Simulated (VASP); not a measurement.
# H6C2O in VASP: notebook

Runs on H6C2O. Level: PBE+D3(BJ). Tasks: single point.

Program: VASP 6.6.1. These are calculated values, not measurements. Logs are shortened: lines on timing, memory, paths and dates and some standing lists are left out, and cuts for length are marked.

## (1) The cell of the first run

The cell holds an amorphous packing of atoms, 36 atoms: a = 7.294 Å, b = 7.294 Å, c = 7.294 Å, α = 90.00°, β = 90.00°, γ = 90.00°.

## (2) Single point, PBE+D3(BJ)

Contents of INCAR:

```
PREC = Accurate
ENCUT = 520
EDIFF = 1E-6
ISMEAR = -1
SIGMA = 0.05
LREAL = Auto
LASPH = True
NELM = 120
ALGO = Normal
ISIF = 2
LWAVE = False
LCHARG = False
GGA = PE
IVDW = 12
NBANDS = 64
GGA_COMPAT = False
```

Contents of KPOINTS:

```
Automatic mesh
0
Gamma
  1 1 1
```

Contents of POSCAR:

```
H6C2O
1.0
    7.2936330000      0.0000000000      0.0000000000
    0.0000000000      7.2936330000      0.0000000000
    0.0000000000      0.0000000000      7.2936330000
C O H
8 4 24
Direct
    0.1806918445      0.1058320319      0.7801050588
    0.0428318782      0.2463381418      0.7123610415
    0.7506958466      0.7809139835      0.9821991318
    0.6563395773      0.6214872616      0.8891590789
    0.4451416736      0.1158407614      0.2280482168
    0.3053348037      0.2426637041      0.3139176320
    0.9627438068      0.6054595837      0.4148961156
    0.8759420717      0.7979425343      0.4363806076
   -0.1366671452      0.1462645570      0.7196139427
    0.6205686521      0.4711780809      1.0048627344
    0.1320878086      0.1832283034      0.2506981089
    0.6760965352      0.7974489531      0.4651591326
   -0.2243600686      0.2225228497      0.6567920267
    0.0229789462      0.3650718373      0.8074576826
    0.0756413162      0.2918435847      0.5716355621
    0.3151241638      0.1700798491      0.8094868497
    0.1315668063      0.0617799113      0.9181843945
    0.1709847479     -0.0044559412      0.6850495494
    0.6147690732      0.3592859690      0.9318127194
    0.5263769098      0.6637021632      0.8253637111
    0.7505587408      0.5899254871      0.7732497646
    0.8012604967      0.8804939870      0.8799866952
    0.6440411795      0.8465739913      1.0739640999
    0.8779026858      0.7382877641      1.0596365350
    0.0548834854      0.2962309730      0.2347115628
    0.2942155165      0.2025602330      0.4640348644
    0.3527734395      0.3853635081      0.2870722999
    0.5880197153      0.1315942275      0.2904451047
    0.4086715084     -0.0331384922      0.2435686029
    0.4558770643      0.1597146443      0.0883510316
    0.6536248808      0.8795479564      0.5669739621
    0.9422738983      0.8588586785      0.5581306326
    0.9068183167      0.8837159753      0.3215955615
    1.1038257615      0.6154546027      0.3620966396
    0.9539964514      0.5109662085      0.5324781217
    0.8858959588      0.5491090654      0.2993569871
```

Potentials or basis: VASP PAW PBE potentials, release 64 (C, O, H).

Command:

```bash
cat potpaw_PBE.64/C/POTCAR potpaw_PBE.64/O/POTCAR potpaw_PBE.64/H/POTCAR > POTCAR
mpirun -np 1 vasp_gam > vasp.out
```

OUTCAR:

```text
PREC = Accurate
   ENCUT = 520
   EDIFF = 1E-6
   ISMEAR = -1
   LREAL = Auto
   LASPH = True
   NELM = 120
   ISIF = 2
   GGA = PE
   IVDW = 12
 IVDW          = 12

 ion  position               nearest neighbor table
   1  0.181  0.106  0.780-  18 1.06  16 1.11  17 1.12   2 1.52
   2  0.043  0.246  0.712-  15 1.10  14 1.12   9 1.50   1 1.52
   3  0.751  0.781  0.982-  22 1.10  24 1.13  23 1.13   4 1.51
   4  0.656  0.621  0.889-  20 1.10  21 1.11  10 1.41   3 1.51
   5  0.445  0.116  0.228-  30 1.07  29 1.12  28 1.14   6 1.51
   6  0.305  0.243  0.314-  27 1.11  26 1.14  11 1.41   5 1.51
   7  0.963  0.605  0.415-  36 1.09  34 1.10  35 1.10   8 1.55
   8  0.876  0.798  0.436-  33 1.07  32 1.10  12 1.47   7 1.55
   9  0.863  0.146  0.720-  13 0.96   2 1.50
  10  0.621  0.471  0.005-  19 0.98   4 1.41
  11  0.132  0.183  0.251-  25 1.00   6 1.41
  12  0.676  0.797  0.465-  31 0.97   8 1.47
  13  0.776  0.223  0.657-   9 0.96
  14  0.023  0.365  0.807-   2 1.12
  15  0.076  0.292  0.572-   2 1.10
  16  0.315  0.170  0.809-   1 1.11
  17  0.132  0.062  0.918-   1 1.12
  18  0.171  0.996  0.685-   1 1.06
[... 16 lines left out ...]
  35  0.954  0.511  0.532-   7 1.10
  36  0.886  0.549  0.299-   7 1.09

  LATTYP: Found a simple cubic cell.
 ALAT       =     7.2936330000

  Lattice vectors:

 A1 = (   7.2936330000,   0.0000000000,   0.0000000000)
 A2 = (   0.0000000000,   7.2936330000,   0.0000000000)
 A3 = (   0.0000000000,   0.0000000000,   7.2936330000)

Analysis of symmetry for initial positions (statically):
=====================================================================
 Subroutine PRICEL returns:
 Original cell was already a primitive cell.

 Routine SETGRP: Setting up the symmetry group for a
 simple cubic supercell.

 Subroutine GETGRP returns: Found  1 space group operations
 (whereof  1 operations were pure point group operations)
 out of a pool of 48 trial point group operations.

The static configuration has the point symmetry C_1 .

Analysis of symmetry for dynamics (positions and initial velocities):
=====================================================================
 Subroutine PRICEL returns:
 Original cell was already a primitive cell.

 Routine SETGRP: Setting up the symmetry group for a
 simple cubic supercell.

 Subroutine GETGRP returns: Found  1 space group operations
 (whereof  1 operations were pure point group operations)
 out of a pool of 48 trial point group operations.

The dynamic configuration has the point symmetry C_1 .

 Subroutine INISYM returns: Found  1 space group operations
 (whereof  1 operations are pure point group operations),
 and found     1 'primitive' translations

----------------------------------------------------------------------------------------

                                     Primitive cell

  volume of cell :     388.0000

  direct lattice vectors                    reciprocal lattice vectors
     7.293633000  0.000000000  0.000000000     0.137105884  0.000000000  0.000000000
     0.000000000  7.293633000  0.000000000     0.000000000  0.137105884  0.000000000
     0.000000000  0.000000000  7.293633000     0.000000000  0.000000000  0.137105884

  length of vectors
     7.293633000  7.293633000  7.293633000     0.137105884  0.137105884  0.137105884

  position of ions in fractional coordinates (direct lattice)
     0.180691844  0.105832032  0.780105059
     0.042831878  0.246338142  0.712361042
     0.750695847  0.780913983  0.982199132
     0.656339577  0.621487262  0.889159079
     0.445141674  0.115840761  0.228048217
     0.305334804  0.242663704  0.313917632
[... 28 lines left out ...]
     0.953996451  0.510966209  0.532478122
     0.885895959  0.549109065  0.299356987

  ion indices of the primitive-cell ions
   primitive index   ion index
                 1           1
                 2           2
                 3           3
                 4           4
                 5           5
                 6           6
[... 28 lines left out ...]
                35          35
                36          36

----------------------------------------------------------------------------------------

 KPOINTS: Automatic mesh

Automatic generation of k-mesh.
 Grid dimensions read from file:
 generate k-points for:    1    1    1

 Generating k-lattice:

  Cartesian coordinates                     Fractional coordinates (reciprocal lattice)
     0.137105884  0.000000000  0.000000000     1.000000000  0.000000000  0.000000000
     0.000000000  0.137105884  0.000000000     0.000000000  1.000000000  0.000000000
     0.000000000  0.000000000  0.137105884     0.000000000  0.000000000  1.000000000

  Length of vectors
     0.137105884  0.137105884  0.137105884

  Shift w.r.t. Gamma in fractional coordinates (k-lattice)
     0.000000000  0.000000000  0.000000000

 Subroutine IBZKPT returns following result:
 ===========================================

 Found      1 irreducible k-points:

 Following reciprocal coordinates:
            Coordinates               Weight
  0.000000  0.000000  0.000000      1.000000
   k-points           NKPTS =      1   k-points in BZ     NKDIM =      1   number of bands    NBANDS=     64
   number of dos      NEDOS =    301   number of ions     NIONS =     36
   total plane-waves  NPLWV = 157464
   dimension x,y,z NGX =    54 NGY =   54 NGZ =   54
   dimension x,y,z NGXF=   108 NGYF=  108 NGZF=  108
   ions per type =               8   4  24
   NGX,Y,Z   is equivalent  to a cutoff of  12.31, 12.31, 12.31 a.u.
   NGXF,Y,Z  is equivalent  to a cutoff of  24.62, 24.62, 24.62 a.u.
 SYSTEM =  unknown system
   PREC   = accura    normal or accurate (medium, high low for compatibility)
   ISTART =      0    job   : 0-new  1-cont  2-samecut
   ICHARG =      2    charge: 1-file 2-atom 10-const
   ISPIN  =      1    spin polarized calculation?
   LNONCOLLINEAR =      F non collinear calculations
   LSORBIT =      F    spin-orbit coupling
   LASPH  =      T    aspherical Exc in radial PAW
   ENCUT  =  520.0 eV  38.22 Ry    6.18 a.u.  13.56 13.56 13.56*2*pi/ulx,y,z
   NELM   =    120;   NELMIN=  2; NELMDL= -5     # of ELM steps
   EDIFF  = 0.1E-05   stopping-criterion for ELM
   LREAL  =      T    real-space projection
   EDIFFG = 0.1E-04   stopping-criterion for IOM
   NSW    =      0    number of steps for IOM
   IBRION =     -1    ionic relax: 0-MD 1-quasi-New 2-CG
   NFREE  =      0    steps in history (QN), initial steepest desc. (CG)
   ISIF   =      2    stress and relaxation
   ISYM   =      2    0-nonsym 1-usesym 2-fastsym
   POTIM  = 0.5000    time-step for ionic-motion
   TEBEG  =    0.0;   TEEND  =   0.0 temperature during run
   PSTRESS=    0.0 pullay stress
   NELECT =      80.0000    total number of electrons
   NUPDOWN=      -1.0000    fix difference up-down
   EMIN   =  10.00;   EMAX   =-10.00  energy-range for DOS
   EFERMI =   0.00;   METHOD = LEGACY
   ISMEAR =    -1;   SIGMA  =   0.05  broadening in eV -4-tet -1-fermi 0-gaus
   EFERMI_NEDOS =   21; number of points for ismear=-14 and -15
   IALGO  =     38    algorithm
   IMIX   =      4    mixing-type and parameters
     AMIX     =   0.40;   BMIX     =  1.00
     AMIX_MAG =   1.60;   BMIX_MAG =  1.00
  volume/ion in A,a.u.               =      10.78        72.73
  Fermi-wavevector in a.u.,A,eV,Ry     =   0.967151  1.827650 12.726630  0.935381
  Thomas-Fermi vector in A             =   2.097013
   LORBIT       =      0    0 simple, 1 ext, 2 COOP (PROOUT), +10 PAW based schemes
   GGA     = PE    functional components
   LHFCALC =     F    Hartree Fock is set to
   AEXX    =    0.0000 exact exchange contribution
   IVDW    =    12    specifies the selected vdW correction
   LEPSILON=     F    determine dielectric tensor
   LRPA    =     F    only Hartree local field effects (RPA)
 non-spin polarized calculation
  energy-cutoff  :      520.00
  volume of cell :      388.00
 maximum number of plane-waves:      5198
 NGX is ok and might be reduce to    54
   NGX = 27   NGY = 27   NGZ = 27

 number of electron      79.9999991 magnetization

 Free energy of the ion-electron system (eV)
  ---------------------------------------------------
  ext. energy  EPLUGINS =         0.00000000
  ---------------------------------------------------
  free energy    TOTEN  =      -186.39532360 eV

  energy without entropy =     -186.39532360  energy(sigma->0) =     -186.39532360

 E-fermi :  -1.7119     XC(G=0):  -6.4585

 val. band max:       -2.9348310077   @ k =   0.0000   0.0000   0.0000
 cond. band min:       1.5597862573   @ k =   0.0000   0.0000   0.0000
 fundamental gap:      4.4946172650
 Fermi energy:        -1.7119466529

 k-point     1 :       0.0000    0.0000    0.0000
  band No.  band energies     occupation
      1     -22.5117      2.00000
      2     -22.4536      2.00000
      3     -22.3342      2.00000
      4     -21.8881      2.00000
      5     -15.7000      2.00000
      6     -15.3810      2.00000
[... 44 lines left out ...]
     51       5.1128      0.00000
     52       5.4057      0.00000
 [bands above 52 left out]

------------------------ aborting loop because EDIFF is reached ----------------------------------------

 Edisp (eV)   -1.33965

 E8    (eV) :    -0.2969

  FORCE on cell =-STRESS in cart. coord.  units (eV):
  Direction    XX          YY          ZZ          XY          YZ          ZX
  --------------------------------------------------------------------------------------
  -------------------------------------------------------------------------------------
  Total      -5.36093    -1.75239     3.53933    -0.76498     1.77714     1.39322
  in kB     -22.13701    -7.23617    14.61506    -3.15886     7.33838     5.75304
  external pressure =       -4.92 kB  Pullay stress =        0.00 kB

 VOLUME and BASIS-vectors are now :
 -----------------------------------------------------------------------------
  energy-cutoff  :      520.00
  volume of cell :      388.00
      direct lattice vectors                 reciprocal lattice vectors
     7.293633000  0.000000000  0.000000000     0.137105884  0.000000000  0.000000000
     0.000000000  7.293633000  0.000000000     0.000000000  0.137105884  0.000000000
     0.000000000  0.000000000  7.293633000     0.000000000  0.000000000  0.137105884

 POSITION                                       TOTAL-FORCE (eV/Angst)
 -----------------------------------------------------------------------------------
      1.31790      0.77190      5.68980        -0.624734      1.505584      1.772369
      0.31240      1.79670      5.19570        -1.046358     -0.388653      0.801730
      5.47530      5.69570      7.16380        -0.437366      0.301462      1.114462
      4.78710      4.53290      6.48520         0.805995      0.489342     -1.568011
      3.24670      0.84490      1.66330         1.381275     -0.459145      1.158526
      2.22700      1.76990      2.28960         0.984901     -1.627404      1.826420
[... 28 lines left out ...]
      6.95810      3.72680      3.88370        -0.051616      0.631993     -0.170976
      6.46140      4.00500      2.18340        -0.241854     -0.705887     -0.174037
 -----------------------------------------------------------------------------------
    total drift:                                0.000805     -0.014205      0.011673

  FREE ENERGIE OF THE ION-ELECTRON SYSTEM (eV)
  ---------------------------------------------------
  free  energy   TOTEN  =      -187.7349753627 eV

  energy  without entropy=     -187.7349753626  energy(sigma->0) =     -187.73497536
```

Run time: 70 s. Hardware: 1 thread of AMD EPYC 7R43 (Zen 3), shared host; peak memory 0.31 GiB.

Results:

```
Free energy                : -187.7350 eV
Pressure                   : -0.5 GPa
Largest force              : 2.988 eV/Å
Band gap on the k mesh     : 4.49 eV
Dispersion energy per atom : -0.037 eV
```

Forces on the atoms (eV/Å):
```
C   -0.625  1.506  1.772
C   -1.046 -0.389  0.802
C   -0.437  0.301  1.114
C    0.806  0.489 -1.568
C    1.381 -0.459  1.159
C    0.985 -1.627  1.826
C   -0.978  0.445 -0.998
C    0.197 -0.578  1.976
O    0.900  0.472 -0.233
O    0.190 -0.736  0.693
O   -1.828  2.006 -1.250
O    0.957 -0.557 -0.318
H   -0.287  0.269 -0.334
H    0.488 -0.232 -0.408
H   -0.311 -0.153  0.351
H   -0.183 -0.465 -0.631
H    0.175 -0.094 -0.395
H    0.713 -0.988 -0.590
H    0.095  0.220  0.138
H   -0.098  0.315 -0.086
H   -0.335 -0.597  0.077
H   -0.401 -0.077  0.148
H    1.203 -0.165 -0.241
H   -0.971  0.095 -0.307
H    0.497 -1.231  0.103
H    0.829  1.049 -0.542
H   -0.738 -0.199  0.186
H   -1.202 -0.026 -0.395
H    0.051  0.831 -0.236
H    0.166 -0.307 -1.023
H    0.033  0.103  0.136
H   -0.252  0.238 -0.181
H    0.243  0.420 -0.811
H    0.080  0.197  0.409
H   -0.052  0.632 -0.171
H   -0.242 -0.706 -0.174
```

Stress tensor (GPa, compression positive):
```
-2.21 -0.32  0.58
-0.32 -0.72  0.73
 0.58  0.73  1.46
```

Caveat: the k points lie up to 0.86 Å⁻¹ apart.

(Continued in part 2 of 2.)
